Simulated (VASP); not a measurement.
# BaTiO3 in VASP: notebook

BaTiO3 is run at these levels: LDA, PBEsol+U, LDA+U; tasks: single point.

Program: VASP 6.6.1. These are calculated values, not measurements. Logs are shortened: lines on timing, memory, paths and dates and some standing lists are left out, and cuts for length are marked.

## (1) The cell of the first run

The typed cell holds 10 atoms: a = 3.945 Å, b = 3.944 Å, c = 7.891 Å, α = 89.93°, β = 89.93°, γ = 89.93°.

## (2) Single point, LDA

Input file INCAR:

```
SYSTEM = BaTiO3
PREC = Accurate
ENCUT = 600
EDIFF = 1E-6
ISMEAR = -1
SIGMA = 0.05
LREAL = .FALSE.
LASPH = .TRUE.
NELM = 120
ALGO = Normal
ISIF = 2
LWAVE = .FALSE.
LCHARG = .FALSE.
GGA = CA
NBANDS = 51
GGA_COMPAT = .FALSE.
```

Input file KPOINTS:

```
regular mesh
0
G
  7 7 4
  0 0 0
```

Input file POSCAR:

```
BaTiO3
1.0
    3.9445879071      0.0023222599      0.0024189208
    0.0023222599      3.9444692197      0.0024382887
    0.0048598548      0.0048987669      7.8907407701
Ba Ti O
2 2 6
Direct
    0.9953278355     -0.0046643356      0.0004015906
   -0.0046984868      0.9953233855      0.5004151012
    0.4866098273      0.4866527777      0.2459852024
    0.4866201316      0.4866506229      0.7459849828
    0.5046200098      0.5046067797      0.0072924122
    0.5045993426      0.5045949308      0.5072961173
    0.5046381316      0.0088015978      0.2551644931
    0.5046389192      1.0087840962      0.7551504430
    0.0088219077      0.5046305687      0.2551608699
    1.0088223814      0.5046195762      0.7551487876
```

Potentials or basis: VASP PAW LDA potentials, release 64 (Ba_sv, Ti_sv, O).

Run with:

```
> cat potpaw_LDA.64/Ba_sv/POTCAR potpaw_LDA.64/Ti_sv/POTCAR potpaw_LDA.64/O/POTCAR > POTCAR
> mpirun -np 1 vasp_std > vasp.out
```

OUTCAR:

```text
SYSTEM = BaTiO3
   PREC = Accurate
   ENCUT = 600
   EDIFF = 1E-6
   ISMEAR = -1
   LREAL = .FALSE.
   LASPH = .TRUE.
   NELM = 120
   ISIF = 2
   GGA = CA

 ion  position               nearest neighbor table
   1  0.995  0.995  0.000-   8 2.74  10 2.74   5 2.74  10 2.79   8 2.79   5 2.79   5 2.79   9 2.79
                             7 2.79   5 2.84   9 2.84   7 2.84   3 3.36   3 3.40   3 3.40   4 3.40
   2  0.995  0.995  0.500-   7 2.74   9 2.74   6 2.74   9 2.79   7 2.79   6 2.79   6 2.79   8 2.79
                            10 2.79   6 2.84  10 2.84   8 2.84   4 3.36   4 3.40   4 3.40   3 3.40
   3  0.487  0.487  0.246-   5 1.89   9 1.89   7 1.89   7 2.06   9 2.06   6 2.06   1 3.36   1 3.40
                             1 3.40   2 3.40   1 3.43   2 3.44   2 3.44   2 3.48
   4  0.487  0.487  0.746-   6 1.89  10 1.89   8 1.89   8 2.06  10 2.06   5 2.06   2 3.36   2 3.40
                             2 3.40   1 3.40   2 3.43   1 3.44   1 3.44   1 3.48
   5  0.505  0.505  0.007-   3 1.89   4 2.06   1 2.74   1 2.79   1 2.79   1 2.84
   6  0.505  0.505  0.507-   4 1.89   3 2.06   2 2.74   2 2.79   2 2.79   2 2.84
   7  0.505  0.009  0.255-   3 1.89   3 2.06   2 2.74   2 2.79   1 2.79   1 2.84
   8  0.505  0.009  0.755-   4 1.89   4 2.06   1 2.74   1 2.79   2 2.79   2 2.84
   9  0.009  0.505  0.255-   3 1.89   3 2.06   2 2.74   2 2.79   1 2.79   1 2.84
  10  0.009  0.505  0.755-   4 1.89   4 2.06   1 2.74   1 2.79   2 2.79   2 2.84

  LATTYP: Found a base centered monoclinic cell.
 ALAT       =    16.7486718196
 B/A-ratio  =     0.3328694765
 C/A-ratio  =     0.4711265390
 COS(beta)  =    -0.9428345180

  Lattice vectors:

 A1 = (  -3.9494477619,  -0.0072210268,  -7.8931596909)
 A2 = (  -0.0071821147,  -3.9493679866,  -7.8931790588)
 A3 = (   0.0048598548,   0.0048987669,   7.8907407701)

Analysis of symmetry for initial positions (statically):
=====================================================================
 Subroutine PRICEL returns:
 Original cell was already a primitive cell.

 Routine SETGRP: Setting up the symmetry group for a
 base centered monoclinic supercell.

 Subroutine GETGRP returns: Found  1 space group operations
 (whereof  1 operations were pure point group operations)
 out of a pool of  4 trial point group operations.

The static configuration has the point symmetry C_1 .

Analysis of symmetry for dynamics (positions and initial velocities):
=====================================================================
 Subroutine PRICEL returns:
 Original cell was already a primitive cell.

 Routine SETGRP: Setting up the symmetry group for a
 base centered monoclinic supercell.

 Subroutine GETGRP returns: Found  1 space group operations
 (whereof  1 operations were pure point group operations)
 out of a pool of  4 trial point group operations.

The dynamic configuration has the point symmetry C_1 .

 Subroutine INISYM returns: Found  1 space group operations
 (whereof  1 operations are pure point group operations),
 and found     1 'primitive' translations

----------------------------------------------------------------------------------------

                                     Primitive cell

  volume of cell :     122.7743

  direct lattice vectors                    reciprocal lattice vectors
     3.944587907  0.002322260  0.002418921     0.253512090 -0.000149156 -0.000156044
     0.002322260  3.944469220  0.002438289    -0.000149156  0.253519719 -0.000157299
     0.004859855  0.004898767  7.890740770    -0.000077668 -0.000078293  0.126730910

  length of vectors
     3.944589332  3.944470657  7.890743787     0.253512182  0.253519812  0.126730958

  position of ions in fractional coordinates (direct lattice)
     0.995327835  0.995335664  0.000401591
     0.995301513  0.995323386  0.500415101
     0.486609827  0.486652778  0.245985202
     0.486620132  0.486650623  0.745984983
     0.504620010  0.504606780  0.007292412
     0.504599343  0.504594931  0.507296117
     0.504638132  0.008801598  0.255164493
     0.504638919  0.008784096  0.755150443
     0.008821908  0.504630569  0.255160870
     0.008822381  0.504619576  0.755148788

  ion indices of the primitive-cell ions
   primitive index   ion index
                 1           1
                 2           2
                 3           3
                 4           4
[... 30 lines left out ...]
|           W    W    AA    RRRRR   N    N  II  N    N   GGGG   !!!           |
|           W    W   A  A   R    R  NN   N  II  NN   N  G    G  !!!           |
|           W    W  A    A  R    R  N N  N  II  N N  N  G       !!!           |
|           W WW W  AAAAAA  RRRRR   N  N N  II  N  N N  G  GGG   !            |
|           WW  WW  A    A  R   R   N   NN  II  N   NN  G    G                |
|           W    W  A    A  R    R  N    N  II  N    N   GGGG   !!!           |
|                                                                             |
|     Your reciprocal lattice and k-lattice belong to different lattice       |
|     classes:                                                                |
|                                                                             |
|        The reciprocal lattice is triclinic,                                 |
|        whereas your k-lattice is base-centered monoclinic.                  |
|                                                                             |
|     Results are often still useful ...                                      |
|                                                                             |
 -----------------------------------------------------------------------------

 Subroutine IBZKPT returns following result:
 ===========================================

 Found     99 irreducible k-points:

 Following reciprocal coordinates:
            Coordinates               Weight
  0.000000  0.000000  0.000000      1.000000
  0.142857  0.000000  0.000000      2.000000
  0.285714  0.000000  0.000000      2.000000
  0.428571  0.000000 -0.000000      2.000000
  0.000000  0.142857  0.000000      2.000000
  0.142857  0.142857  0.000000      2.000000
[... 16 lines left out ...]
 -0.428571  0.428571 -0.000000      2.000000
 -0.285714  0.428571 -0.000000      2.000000
 [... further k-points ...]
   k-points           NKPTS =     99   k-points in BZ     NKDIM =     99   number of bands    NBANDS=     51
   number of dos      NEDOS =    301   number of ions     NIONS =     10
   total plane-waves  NPLWV =  65536
   dimension x,y,z NGX =    32 NGY =   32 NGZ =   64
   dimension x,y,z NGXF=    64 NGYF=   64 NGZF=  128
   ions per type =               2   2   6
   NGX,Y,Z   is equivalent  to a cutoff of  13.49, 13.49, 13.48 a.u.
   NGXF,Y,Z  is equivalent  to a cutoff of  26.97, 26.97, 26.97 a.u.
 SYSTEM =  BaTiO3
   PREC   = accura    normal or accurate (medium, high low for compatibility)
   ISTART =      0    job   : 0-new  1-cont  2-samecut
   ICHARG =      2    charge: 1-file 2-atom 10-const
   ISPIN  =      1    spin polarized calculation?
   LNONCOLLINEAR =      F non collinear calculations
   LSORBIT =      F    spin-orbit coupling
   LASPH  =      T    aspherical Exc in radial PAW
   ENCUT  =  600.0 eV  44.10 Ry    6.64 a.u.   7.88  7.88 15.76*2*pi/ulx,y,z
   NELM   =    120;   NELMIN=  2; NELMDL= -5     # of ELM steps
   EDIFF  = 0.1E-05   stopping-criterion for ELM
   LREAL  =      F    real-space projection
[... 7 lines left out ...]
   TEBEG  =    0.0;   TEEND  =   0.0 temperature during run
   PSTRESS=    0.0 pullay stress
   NELECT =      80.0000    total number of electrons
   NUPDOWN=      -1.0000    fix difference up-down
   EMIN   =  10.00;   EMAX   =-10.00  energy-range for DOS
   EFERMI =   0.00;   METHOD = LEGACY
   ISMEAR =    -1;   SIGMA  =   0.05  broadening in eV -4-tet -1-fermi 0-gaus
   EFERMI_NEDOS =   21; number of points for ismear=-14 and -15
   IALGO  =     38    algorithm
   IMIX   =      4    mixing-type and parameters
     AMIX     =   0.40;   BMIX     =  1.00
     AMIX_MAG =   1.60;   BMIX_MAG =  1.00
  volume/ion in A,a.u.               =      12.28        82.85
  Fermi-wavevector in a.u.,A,eV,Ry     =   1.419283  2.682056 27.407088  2.014364
  Thomas-Fermi vector in A             =   2.540320
   LORBIT       =      0    0 simple, 1 ext, 2 COOP (PROOUT), +10 PAW based schemes
   GGA     = CA    functional components
   LHFCALC =     F    Hartree Fock is set to
   AEXX    =    0.0000 exact exchange contribution
   IVDW    =     0    specifies the selected vdW correction
   LEPSILON=     F    determine dielectric tensor
   LRPA    =     F    only Hartree local field effects (RPA)
 non-spin polarized calculation
  energy-cutoff  :      600.00
  volume of cell :      122.77
 maximum number of plane-waves:      4127
   NGX = 15   NGY = 15   NGZ = 31

 number of electron      80.0000014 magnetization

 Free energy of the ion-electron system (eV)
  ---------------------------------------------------
  ext. energy  EPLUGINS =         0.00000000
  ---------------------------------------------------
  free energy    TOTEN  =       -88.33127975 eV

  energy without entropy =      -88.33127975  energy(sigma->0) =      -88.33127975

 E-fermi :   4.9242     XC(G=0): -11.9544

 val. band max:        3.7979772802   @ k =   0.4286   0.4286   0.0000
 cond. band min:       5.9214643319   @ k =   0.0000   0.0000   0.0000
 fundamental gap:      2.1234870517
 Fermi energy:         4.9241994684

 k-point     1 :       0.0000    0.0000    0.0000
  band No.  band energies     occupation
      1     -51.6950      2.00000
      2     -51.6935      2.00000
      3     -28.4275      2.00000
      4     -28.3616      2.00000
      5     -28.3610      2.00000
      6     -28.3582      2.00000
[... 1285 lines left out ...]
     50      11.5519      0.00000
     51      11.6159      0.00000

 [... further k-points ...]
[... 5 lines left out ...]
  --------------------------------------------------------------------------------------
  -------------------------------------------------------------------------------------
  Total        1.7914292      1.7909413      1.7956470     -0.0145346     -0.0181584     -0.0168264
  in kB       23.3777515     23.3713841     23.4327926     -0.1896735     -0.2369630     -0.2195801
  external PRESSURE =      23.3939761 kB  Pullay stress =       0.0000000 kB

 VOLUME and BASIS-vectors are now :
 -----------------------------------------------------------------------------
  energy-cutoff  :      600.00
  volume of cell :      122.77
      direct lattice vectors                 reciprocal lattice vectors
     3.944587907  0.002322260  0.002418921     0.253512090 -0.000149156 -0.000156044
     0.002322260  3.944469220  0.002438289    -0.000149156  0.253519719 -0.000157299
     0.004859855  0.004898767  7.890740770    -0.000077668 -0.000078293  0.126730910

 POSITION                                       TOTAL-FORCE (eV/Angst)
 -----------------------------------------------------------------------------------
      3.92847      3.92838      0.00800         0.019125      0.019227      0.020650
      3.93080      3.93079      3.95348         0.019825      0.019571      0.019473
      1.92180      1.92192      1.94337         0.049483      0.049084      0.051477
      1.92427      1.92436      5.88874         0.049263      0.049137      0.050298
      1.99173      1.99161      0.05999        -0.008383     -0.008330     -0.053714
      1.99407      1.99402      4.00539        -0.007906     -0.008067     -0.053886
      1.99185      0.03714      2.01468        -0.008117     -0.052419     -0.009138
      1.99428      0.03952      5.95994        -0.008085     -0.051940     -0.008047
      0.03721      1.99177      2.01466        -0.052586     -0.008113     -0.009057
      0.03964      1.99418      5.95994        -0.052619     -0.008149     -0.008057
 -----------------------------------------------------------------------------------
    total drift:                                0.000864      0.000838     -0.001204

  FREE ENERGIE OF THE ION-ELECTRON SYSTEM (eV)
  ---------------------------------------------------
  free  energy   TOTEN  =       -88.3312797491 eV

  energy  without entropy=      -88.3312797490  energy(sigma->0) =      -88.33127975
```

Wall time 17 min (1 thread of Oxide Virtual Turin-like, shared host); peak memory 0.62 GiB.

What came out:

```yaml
Free_energy: -88.3313 eV
Pressure: 2.3 GPa
Largest_force: 0.087 eV/Å
Band_gap_on_the_k_mesh: 2.12 eV
```

Forces in eV/Å, atoms in the order of the input:
```
Ba   0.019  0.019  0.021
Ba   0.020  0.020  0.019
Ti   0.049  0.049  0.051
Ti   0.049  0.049  0.050
O   -0.008 -0.008 -0.054
O   -0.008 -0.008 -0.054
O   -0.008 -0.052 -0.009
O   -0.008 -0.052 -0.008
O   -0.053 -0.008 -0.009
O   -0.053 -0.008 -0.008
```

Caveat: spin-orbit coupling is left out, which moves the levels of the heavy elements.

## (3) Single point, PBEsol+U

This run uses another cell than the first one, of 12.66 Å³/atom.

Input file INCAR:

```
SYSTEM = BaTiO3
PREC = Accurate
ENCUT = 520
EDIFF = 1E-7
ISMEAR = -1
SIGMA = 0.05
LREAL = .FALSE.
LASPH = .TRUE.
NELM = 150
ALGO = Normal
ISIF = 2
LWAVE = .FALSE.
LCHARG = .FALSE.
LMAXMIX = 4
LDAU = .TRUE.
LDAUTYPE = 2
LDAUL = -1 2 -1
LDAUU = 0 1 0
LDAUJ = 0 0 0
LDAUPRINT = 1
GGA = PS
NBANDS = 51
KPAR = 4
```

Input file KPOINTS:

```
Automatic mesh
0
G
  7 7 4
  0 0 0
```

Input file POSCAR:

```
BaTiO3
1.0
    3.9655562858      0.0007287256     -0.0000011473
    0.0007287256      3.9662086943      0.0000021371
   -0.0000023049      0.0000042936      8.0479436539
Ba Ti O
2 2 6
Direct
    0.9989924127     -0.0010505976     -0.0015375522
    0.0010176603      1.0010571259      0.4984592298
    0.4931270542      0.4928437236      0.2418218984
    0.5069041936      0.5071761542      0.7418202466
    0.4999339098      0.4999353730      0.0108174287
    0.5000566675      0.5000580475      0.5108160073
    0.5033310584      0.0052267271      0.2564448669
    0.4966593561      0.9947584787      0.7564420526
    0.0050087599      0.5034770164      0.2564593595
    0.9949689276      0.4965179512      0.7564564625
```

Potentials or basis: VASP PAW PBE potentials, release 64 (Ba_sv, Ti_sv, O).

Run with:

```
> cat potpaw_PBE.64/Ba_sv/POTCAR potpaw_PBE.64/Ti_sv/POTCAR potpaw_PBE.64/O/POTCAR > POTCAR
> mpirun -np 4 vasp_std > vasp.out
```

It took 5.6 min on 4 MPI ranks of Oxide Virtual Turin-like, shared host; peak memory 0.57 GiB.

Results (log left out):

* Free energy: -82.5673 eV
* Pressure: 2.5 GPa
* Largest force: 0.168 eV/Å
* Band gap on the k mesh: 2.09 eV

Forces in eV/Å, atoms in the order of the input:
```
Ba   0.002  0.002  0.030
Ba  -0.002 -0.002  0.030
Ti   0.049  0.052  0.152
Ti  -0.050 -0.052  0.152
O    0.000  0.000 -0.155
O    0.000  0.000 -0.155
O   -0.002 -0.054 -0.014
O    0.002  0.054 -0.013
O   -0.052 -0.002 -0.014
O    0.052  0.002 -0.013
```

Stress tensor (GPa, compression positive):
```
 2.47 -0.01  0.00
-0.01  2.46  0.00
 0.00  0.00  2.59
```

Levels at points of the mesh, in eV from the valence-band top:
```csv
k point,band 38,band 39,band 40,band 41,band 42,band 43
"(0.00, 0.00, 0.00)",-0.29,-0.28,-0.26,2.09,2.23,2.31
"(0.00, 0.00, 0.50)",-0.49,-0.47,-0.47,2.18,2.18,3.13
```

Eigenvalues of the final occupation matrices:
```csv
site,spin,trace,eigenvalues
site 3 d,1,0.88,0.12 0.13 0.13 0.25 0.26
site 3 d,2,0.88,0.12 0.13 0.13 0.25 0.26
site 4 d,1,0.88,0.12 0.13 0.13 0.25 0.26
site 4 d,2,0.88,0.12 0.13 0.13 0.25 0.26
```

Caveat: the PAW data sets were made with another functional, which shifts forces and pressure a little; spin-orbit coupling is left out, which moves the levels of the heavy elements.

(Continued in part 2 of 2.)
